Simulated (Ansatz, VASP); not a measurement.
## Cd: VASP beside Ansatz

The input INCAR:

```
PREC = Accurate
ENCUT = 520
EDIFF = 1E-6
ISMEAR = -1
SIGMA = 0.1
LREAL = F
LASPH = T
NELM = 60
ALGO = Normal
ISIF = 2
LWAVE = F
LCHARG = F
NBANDS = 32
```

Contents of KPOINTS:

```
regular mesh
0
Gamma
  13 13 4
```

Contents of POSCAR:

```
Cd
1.0
    3.1860216974      0.0000000000      0.0000000000
   -1.5930108487      2.7591757270      0.0000000000
    0.0000000000      0.0000000000     10.1241044430
Cd
4
Direct
    1.0000000000      0.0000000000      1.0000000000
    1.0000000000      1.0000000000      0.5000000000
    0.3333333333      0.6666666667      0.2500000000
    0.6666666667      0.3333333333      0.7500000000
```

Input for Ansatz:

```yaml
crystal:
  lattice:
    - [3.1860216974, 0.0, 0.0]
    - [-1.5930108487, 2.759175727, 0.0]
    - [0.0, 0.0, 10.124104443]
  atoms:
    - { symbol: Cd, position: [1.0, 0.0, 1.0] }
    - { symbol: Cd, position: [1.0, 1.0, 0.5] }
    - { symbol: Cd, position: [0.3333333333, 0.6666666667, 0.25] }
    - { symbol: Cd, position: [0.6666666667, 0.3333333333, 0.75] }
hamiltonian:
  xc: lda
  pseudopotentials:
    kind: paw
    azcp:
      Cd: "pseudopotentials/Cd.paw.azcp"
basis:
  ecutwfc: 420
  fft_grid_basis: typed
kpoints:
  mp_grid: { grid: [13, 13, 4], shift: [0, 0, 0] }
magnetization:
  spin_polarized: false
scf:
  occupations: { method: fermi_dirac, width: 0.1 }
  lower_state_search: "off"
output:
  stress: true
```

Alike in both runs: task single point; functional LDA; k mesh 13 × 13 × 4; occupations fermi-dirac, width 0.1 eV; no spin polarisation.

```csv
,VASP,Ansatz
version,VASP 6.6.1,Ansatz 0.2.0
potentials or method,"VASP PAW LDA potentials, release 64 (Cd), cutoff 520 eV","plane waves (420 eV) with PAW, scalar-relativistic"
valence electrons in the cell,48,80
```

```tsv
	VASP	Ansatz	Ansatz less VASP
pressure (GPa)	-5.1	-5.5	-0.32
traceless stress, the component that is largest in VASP (GPa)	-0.09	-0.11	-0.019
```

Ansatz warns that its potentials were made for another functional, while VASP's fit it. LDA's correlation is that of Perdew and Zunger in VASP and of Perdew and Wang (1992) in Ansatz. VASP's potentials hold 48 valence electrons a cell and Ansatz's 80, so a difference there can come from the potentials and not from the codes.
